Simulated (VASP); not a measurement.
Write the native input for VASP 6.6.1 that does the following.

| Quantity | Value |
| --- | --- |
| Task | single point |
| Functional | PBE |
| Potentials or basis | VASP PAW PBE potentials, release 64 (Si, O) |
| Cutoff | 520 eV |
| k mesh | 6 × 6 × 6 |
| Occupations | gaussian, width 0.02 eV |
| Spin | no spin polarisation |
| Dipole correction | no |
| Further INCAR settings | ALGO = Normal; EDIFF = 1e-06; NBANDS = 25 |

The structure of SiO2 lies in POSCAR:

```
SiO2
1.0
   -2.5131486709      2.5131486709      3.6858705496
    2.5131486709     -2.5131486709      3.6858705496
    2.5131486709      2.5131486709     -3.6858705496
Si O
2 4
Direct
    0.0000000000      0.0000000000      0.0000000000
    0.7500000000      0.2500000000      0.5000000000
    0.3750000000      0.2174786141      0.3424786141
    0.9674786141      0.6250000000      0.8424786141
    0.7825213859      0.1250000000      0.1575213859
    0.8750000000      0.0325213859      0.6575213859
```

One way to write it, as run:

INCAR

```
PREC = Accurate
ENCUT = 520
EDIFF = 1E-6
ISMEAR = 0
SIGMA = 0.02
LREAL = False
LASPH = True
NELM = 60
ALGO = Normal
ISIF = 2
LWAVE = False
LCHARG = False
GGA = PE
NBANDS = 25
```

KPOINTS

```
Automatic mesh
0
Gamma
  6 6 6
```

Potentials or basis: VASP PAW PBE potentials, release 64 (Si, O).

The run is started by

```sh
$ cat potpaw_PBE.64/Si/POTCAR potpaw_PBE.64/O/POTCAR > POTCAR
$ mpirun -np 1 vasp_std > vasp.out
```

It gave:

```json
{
 "Pressure": "0.1 GPa",
 "Largest force": "0.007 eV/Å",
 "Band gap on the k mesh": "5.74 eV, direct"
}
```

Wall time 63 s on 1 thread of Intel(R) Xeon(R) Platinum 8259CL CPU @ 2.50GHz (Skylake/Cascade Lake) (shared host), peak memory 0.25 GiB.
